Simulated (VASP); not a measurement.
# Ti2O: single point with r2SCAN

Ti2O:

```
CELL_PARAMETERS angstrom
2.86289 0.00000 0.00000
-1.43145 2.47934 0.00000
0.00000 0.00000 4.66958
ATOMIC_POSITIONS crystal
Ti 0.66667 0.33333 0.27077
Ti 0.33333 0.66667 0.72923
O 0.00000 0.00000 0.00000
```

This cell differs from its parent crystal: equal strain along all axes, cell held: -3.0 %, then relaxed in part.

| Property | Result |
| --- | --- |
| Program | VASP 6.6.1 |
| Task | single point |
| Functional | r2SCAN |
| Potentials or basis | VASP PAW PBE potentials, release 64 (Ti_sv, O) |
| Cutoff | 520 eV |
| k mesh | 24 × 24 × 12 |
| Occupations | gaussian, width 0.1 eV |
| Spin | no spin polarisation |
| Dipole correction | no |
| Further INCAR settings | ALGO = Normal; EDIFF = 1e-06; NBANDS = 22 |

```json
{
 "Pressure": "23.2 GPa",
 "Largest force": "0.079 eV/Å",
 "Band gap on the k mesh": "zero (bands 15 and 16 overlap by 1.12 eV)"
}
```

Forces on the atoms (eV/Å):
```
Ti   0.000  0.000  0.079
Ti   0.000  0.000 -0.079
O    0.000  0.000  0.000
```

Stress tensor (GPa, compression positive):
```
22.86  0.00  0.00
 0.00 22.86  0.00
 0.00  0.00 24.02
```

Levels at points of the mesh, in eV from the Fermi level:
```
           k point  band 12  band 13  band 14  band 15  band 16  band 17  band 18  band 19
(0.00, 0.00, 0.00)    -6.78    -4.04    -0.41     0.23     0.60     0.60     1.22     1.22
(0.50, 0.00, 0.00)    -7.28    -3.09    -1.63    -0.64     1.29     2.06     3.34     3.37
(0.00, 0.00, 0.50)    -6.86    -2.12    -2.06     0.18     0.18     1.37     2.23     2.23
(0.50, 0.00, 0.50)    -7.18    -1.87    -1.60    -0.62    -0.60     1.11     3.26     3.44
```

It took 19 min on 1 thread of AMD EPYC 9R45 96-Core Processor (Zen 5), on a shared host, peak memory 0.47 GiB.

Caveat: the cell differs from its parent crystal (equal strain along all axes, cell held: -3.0 %, then relaxed in part); the cell stands under pressure; the PAW data sets were made with another functional, which shifts forces and pressure a little.
